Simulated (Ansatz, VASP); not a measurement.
**Two plane-wave programs on C**

File INCAR:

```
PREC = Accurate
ENCUT = 600
EDIFF = 1E-7
ISMEAR = 0
SIGMA = 0.1
LREAL = F
LASPH = T
NELM = 100
ALGO = Normal
ISIF = 3
LWAVE = F
LCHARG = F
GGA = PE
IBRION = 2
NSW = 100
EDIFFG = -0.01
```

The input KPOINTS:

```
Automatic mesh
0
Gamma
  30 30 16
```

Contents of POSCAR:

```
C
1.0
    2.0978852306      0.0000000000      0.0000000000
   -1.0489426153      1.8168219039      0.0000000000
    0.0000000000      0.0000000000      3.6876766962
C
2
Direct
    0.3333333333      0.6666666667      0.2500000000
    0.6666666667      0.3333333333      0.7500000000
```

Input for Ansatz:

```yaml
crystal:
  lattice:
    - [2.0978852306, 0.0, 0.0]
    - [-1.0489426153, 1.8168219039, 0.0]
    - [0.0, 0.0, 3.6876766962]
  atoms:
    - { symbol: C, position: [0.3333333333, 0.6666666667, 0.25] }
    - { symbol: C, position: [0.6666666667, 0.3333333333, 0.75] }
basis:
  ecutwfc: 420
kpoints:
  mp_grid: { grid: [30, 30, 16] }
hamiltonian:
  xc: pbe
scf:
  occupations: { method: gaussian, width: 0.1 }
output:
  forces: true
  stress: true
  eigenvalues: true
relax:
  adjacent_minimum: "off"
  f_tol: 0.01
  max_steps: 80
  cell: { stress_tol: 0.05 }
```

Alike in both runs: task relaxation of cell and atoms; functional PBE; k mesh 30 × 30 × 16; occupations gaussian, width 0.1 eV; no spin polarisation.

```csv
,VASP,Ansatz
version,VASP 6.6.1,Ansatz 0.2.0
potentials or method,"VASP PAW PBE potentials, release 64 (C), cutoff 600 eV","scalar-relativistic, plane waves, PAW"
valence electrons in the cell,8,8
```

|  | VASP | Ansatz | Ansatz less VASP |
| --- | --- | --- | --- |
| gap on the k mesh at the Fermi level, each at its own relaxed structure (eV) | none | none | - |
| relaxed volume (Å³/atom) | 7.05 | 10.50 | +3.450 |
| relaxed cell length with the largest relative difference (Å) | 5.551 | 8.244 | +2.6925 |

A gap of «none» marks a metal or a gap that the smearing closes. One of these differences is far larger than is usual between the two programs; its cause wasn't traced.
